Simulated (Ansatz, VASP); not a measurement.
Mg7V: VASP beside Ansatz

```
Mg V
1.0
     0.00000    4.36171    4.36171
     4.36171    0.00000    4.36171
     4.36171    4.36171    0.00000
Mg V
7 1
Direct
  0.50000 0.50000 0.50000
  0.00000 0.00000 0.50000
  0.50000 0.00000 0.50000
  0.00000 0.50000 0.50000
  0.50000 0.50000 0.00000
  0.00000 0.50000 0.00000
  0.50000 0.00000 0.00000
  0.00000 0.00000 0.00000
```

Alike in both runs: task single point; functional PBE; k mesh 4 × 4 × 4; occupations gaussian, width 0.1 eV; collinear spin.

|  | VASP | Ansatz |
| --- | --- | --- |
| version | VASP 6.6.1 | Ansatz 0.2.0 |
| potentials or method | VASP PAW PBE potentials, release 64 (Mg, V_sv), cutoff 520 eV | scalar-relativistic, plane waves, PAW |
| valence electrons in the cell | 27 | 83 |

VASP gave:

| Property | Result |
| --- | --- |
| gap on the k mesh at the Fermi level (eV) | none |
| pressure (GPa) | 1.8 |
| net moment per atom (μB) | 0.33 |
| size of the moment on the site where the two differ most (μB) | 2.45 |

Estimate Ansatz's values.

gap on the k mesh at the Fermi level (eV): none; pressure (GPa): 1.9; net moment per atom (μB): 0.32; size of the moment on the site where the two differ most (μB): 2.57.

Site moments also hang on the region over which each program counts them. A gap of «none» marks a metal or a gap that the smearing closes. The functional is the same, so the differences come from potentials, cutoffs and numerics. VASP's potentials hold 27 valence electrons a cell and Ansatz's 83, so a difference there can come from the potentials and not from the codes.
